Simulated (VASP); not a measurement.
A run of VASP 6.6.1 is set up as follows.

The input INCAR:

```
  ALGO = Normal
  EDIFF = 1E-6
  ENCUT = 500
  GGA = PS
  GGA_COMPAT = F
  ISIF = 2
  ISMEAR = 0
  LASPH = T
  LCHARG = T
  LELF = T
  LREAL = F
  LVHAR = T
  LWAVE = F
  NBANDS = 17
  NELM = 120
  PREC = Accurate
  SIGMA = 0.01
```

Contents of KPOINTS:

```
k-points
0
Gamma
  6 6 6
```

Contents of POSCAR:

```
SnSe
1.0
    0.0000000000      2.8939839266      2.8939839266
    2.8939839266      0.0000000000      2.8939839266
    2.8939839266      2.8939839266      0.0000000000
Sn Se
1 1
Direct
    0.0000000000      0.0000000000      0.0000000000
    0.5000000000      0.5000000000      0.5000000000
```

Potentials or basis: VASP PAW PBE potentials, release 64 (Sn_d, Se).

Command:

```bash
$ cat potpaw_PBE.64/Sn_d/POTCAR potpaw_PBE.64/Se/POTCAR > POTCAR
$ mpirun -np 1 vasp_std > vasp.out
```

**Question.** Predict the band gap on the k mesh.

**Answer.** 1.22 eV, direct.

**Question.** What does it give for the pressure?

**Answer.** 5.0 GPa.

Caveat: the PAW data sets were made with another functional, which shifts forces and pressure a little; spin-orbit coupling is left out, which moves the levels of the heavy elements. A k mesh can miss the band edges.
